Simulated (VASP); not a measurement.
A run of VASP 6.6.1 is set up as follows.

The input INCAR:

```
ALGO = Normal ; EDIFF = 1E-7
ENCUT = 520 ; GGA = PE
ISIF = 2 ; ISMEAR = 0
LASPH = T ; LCHARG = F
LREAL = F ; LWAVE = F
NBANDS = 20 ; NELM = 100
PREC = Accurate ; SIGMA = 0.1
```

File KPOINTS:

```
k-points
0
Gamma
  6 6 6
```

The input POSCAR:

```
NaSr2
1.0
   -2.2280217184      2.2280217184      7.4076166839
    2.2280217184     -2.2280217184      7.4076166839
    2.2280217184      2.2280217184     -7.4076166839
Na Sr
1 2
Direct
    0.0000000000      0.0000000000      0.0000000000
    0.6536567484      0.6536567484      0.0000000000
    0.3463432516      0.3463432516      0.0000000000
```

Potentials or basis: VASP PAW PBE potentials, release 64 (Na_pv, Sr_sv).

Command:

```bash
$ cat potpaw_PBE.64/Na_pv/POTCAR potpaw_PBE.64/Sr_sv/POTCAR > POTCAR
$ mpirun -np 1 vasp_std > vasp.out
```

Q: Estimate the pressure.

A: 0.0 GPa.

Q: Predict the largest force.

A: 0.009 eV/Å.

Q: What does it give for the band gap on the k mesh?

A: Zero (an odd number of electrons rules out a gap without spin polarisation).

Forces in eV/Å, atoms in the order of the input:
```
Na   0.000  0.000  0.000
Sr   0.000  0.000  0.009
Sr   0.000  0.000 -0.009
```
